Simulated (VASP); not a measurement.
Here is a VASP 6.6.1 calculation.

INCAR

```
ALGO = Normal
EDIFF = 1E-6
ENCUT = 520
GGA = PS
ISIF = 2
ISMEAR = 0
IVDW = 12
LASPH = True
LCHARG = False
LREAL = False
LWAVE = False
NBANDS = 20
NELM = 100
PREC = Accurate
SIGMA = 0.15
```

KPOINTS

```
k-points
0
Gamma
  15 15 15
```

The input POSCAR:

```
MoS2
1.0
    1.5399048573      0.9512989978      5.7970502989
   -1.5399048573      0.9512989978      5.7970502989
    0.0000000000     -1.9025979955      5.7970502989
Mo S
1 2
Direct
    0.0000000000      0.0000000000      0.0000000000
    0.7715065927      0.7715065927      0.7346701195
    0.2284934073      0.2284934073      0.2653298805
```

Potentials or basis: VASP PAW PBE potentials, release 64 (Mo_sv, S).

The run is started by

```bash
$ cat potpaw_PBE.64/Mo_sv/POTCAR potpaw_PBE.64/S/POTCAR > POTCAR
$ mpirun -np 1 vasp_std > vasp.out
```

Predict the pressure.

-9.2 GPa.

Estimate the dispersion energy per atom.

-0.387 eV.

Stress tensor (GPa, compression positive):
```
 -4.47   0.00   0.00
  0.00 -15.15  -1.81
  0.00  -1.81  -8.11
```

Caveat: the cell differs from its parent crystal (mode 7 frozen in at +0.066 Å, normal strain along y +0.0700); the PAW data sets were made with another functional, which shifts forces and pressure a little; pairwise dispersion overbinds metals, which lowers pressure and volume.
